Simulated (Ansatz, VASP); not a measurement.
**Two plane-wave programs on WS2**

INCAR

```
PREC = Accurate
ENCUT = 520
EDIFF = 1E-6
ISMEAR = 0
SIGMA = 0.05
LREAL = F
LASPH = T
NELM = 80
ALGO = Normal
ISIF = 2
LWAVE = F
LCHARG = F
GGA = PS
NBANDS = 35
```

KPOINTS

```
regular mesh
0
Gamma
  12 12 2
```

The input POSCAR:

```
WS2
1.0
    3.3602119535      0.0000000000      0.0000000000
   -1.6801059767      2.9100289138      0.0000000000
    0.0000000000      0.0000000000     22.3155036043
W S
2 4
Direct
    0.3333333333      0.6666666667      0.6345659624
    0.6666666667      0.3333333333      0.3654340376
    0.3333333333      0.6666666667      0.2989660749
    0.6666666667      0.3333333333      0.5680485953
    0.3333333333      0.6666666667      0.4319514047
    0.6666666667      0.3333333333      0.7010339251
```

Input for Ansatz:

```yaml
crystal:
  lattice:
    - [3.3602119535, 0.0, 0.0]
    - [-1.6801059767, 2.9100289138, 0.0]
    - [0.0, 0.0, 22.3155036043]
  atoms:
    - { symbol: W, position: [0.3333333333, 0.6666666667, 0.6345659624] }
    - { symbol: W, position: [0.6666666667, 0.3333333333, 0.3654340376] }
    - { symbol: S, position: [0.3333333333, 0.6666666667, 0.2989660749] }
    - { symbol: S, position: [0.6666666667, 0.3333333333, 0.5680485953] }
    - { symbol: S, position: [0.3333333333, 0.6666666667, 0.4319514047] }
    - { symbol: S, position: [0.6666666667, 0.3333333333, 0.7010339251] }
basis:
  ecutwfc: 420
kpoints:
  mp_grid: { grid: [12, 12, 2] }
hamiltonian:
  xc: pbesol
  pseudopotentials: { kind: paw, azcp: { folder: soft_1 } }
scf:
  occupations: { method: gaussian, width: 0.05 }
output:
  forces: true
  stress: true
  eigenvalues: true
```

Alike in both runs: task single point; functional PBEsol; k mesh 12 × 12 × 2; occupations gaussian, width 0.05 eV; no spin polarisation.

|  | VASP | Ansatz |
| --- | --- | --- |
| version | VASP 6.6.1 | Ansatz 0.2.0 |
| potentials or method | VASP PAW PBE potentials, release 64 (W_sv, S), cutoff 520 eV | scalar-relativistic, plane waves, PAW |
| valence electrons in the cell | 52 | 52 |

```tsv
	VASP	Ansatz	Ansatz less VASP
gap on the k mesh at the Fermi level (eV)	0.12	0.10	-0.016
least direct gap on the mesh (eV)	1.16	1.16	-0.001
rms of the force components (eV/Å)	0.116	0.107	-0.0087
```

VASP's potentials were made for PBE, not for PBEsol, and Ansatz warns of the same on its side. Atom by atom the forces differ by 0.009 eV/Å (rms over components).

Neither program's run includes spin-orbit coupling.
